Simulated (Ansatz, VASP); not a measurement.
**BeSe5: VASP beside Ansatz**

INCAR

```
PREC     = Accurate       # precision mode
ENCUT    = 600            # plane-wave cutoff, eV
EDIFF    = 1E-6           # SCF threshold, eV
ISMEAR   = 0              # smearing method
SIGMA    = 0.1            # smearing width, eV
LREAL    = F              # projectors in reciprocal space
LASPH    = T              # aspherical terms in the spheres
NELM     = 60             # most SCF steps
ALGO     = Normal         # electronic algorithm
ISIF     = 3              # what is computed and relaxed
LWAVE    = F              # write WAVECAR
LCHARG   = F              # write CHGCAR
GGA      = PE             # functional
IBRION   = 2              # ionic algorithm
NSW      = 100            # ionic steps
EDIFFG   = -0.01          # ionic threshold
```

The input KPOINTS:

```
Automatic mesh
0
Gamma
  6 6 6
```

Contents of POSCAR:

```
BeSe5
1.0
    3.4791169288      2.0086690954      2.9964059948
   -3.4791169288      2.0086690954      2.9964059948
    0.0000000000     -4.0173381908      2.9964059948
Be Se
1 5
Direct
    0.5000000000      0.5000000000      0.5000000000
    0.5000000000      0.5000000000      0.0000000000
    0.1476842777      0.1476842777      0.1476842777
    0.0000000000      0.5000000000      0.5000000000
    0.5000000000      0.0000000000      0.5000000000
    0.8523157223      0.8523157223      0.8523157223
```

Input for Ansatz:

```yaml
crystal:
  lattice:
    - [3.4791169288, 2.0086690954, 2.9964059948]
    - [-3.4791169288, 2.0086690954, 2.9964059948]
    - [0.0, -4.0173381908, 2.9964059948]
  atoms:
    - { symbol: Be, position: [0.5, 0.5, 0.5] }
    - { symbol: Se, position: [0.5, 0.5, 0.0] }
    - { symbol: Se, position: [0.1476842777, 0.1476842777, 0.1476842777] }
    - { symbol: Se, position: [0.0, 0.5, 0.5] }
    - { symbol: Se, position: [0.5, 0.0, 0.5] }
    - { symbol: Se, position: [0.8523157223, 0.8523157223, 0.8523157223] }
basis:
  ecutwfc: 420
kpoints:
  mp_grid: { grid: [6, 6, 6] }
hamiltonian:
  xc: pbe
scf:
  occupations: { method: gaussian, width: 0.1 }
output:
  forces: true
  stress: true
  eigenvalues: true
  write_density: true
  write_potential: true
  elf: true
  volumetric_format: npy
relax:
  adjacent_minimum: "off"
  f_tol: 0.01
  max_steps: 80
  cell: { stress_tol: 0.05 }
```

Change from the starting cell: species swapped into the Mg5Sn type (R32, No. 155).

Alike in both runs: task relaxation of cell and atoms; functional PBE; k mesh 6 × 6 × 6; occupations gaussian, width 0.1 eV; no spin polarisation.

|  | VASP | Ansatz |
| --- | --- | --- |
| version | VASP 6.6.1 | Ansatz 0.2.0 |
| potentials or method | VASP PAW PBE potentials, release 64 (Be, Se), cutoff 600 eV | scalar-relativistic, plane waves, PAW |
| valence electrons in the cell | 32 | 82 |

|  | VASP | Ansatz | Ansatz less VASP |
| --- | --- | --- | --- |
| gap on the k mesh at the Fermi level, each at its own relaxed structure (eV) | none | none | - |
| relaxed volume (Å³/atom) | 21.22 | 21.19 | -0.030 |
| relaxed cell length with the largest relative difference (Å) | 5.037 | 5.035 | -0.0021 |

A gap of «none» marks a metal or a gap that the smearing closes. VASP's potentials hold 32 valence electrons a cell and Ansatz's 82, so a difference there can come from the potentials and not from the codes.
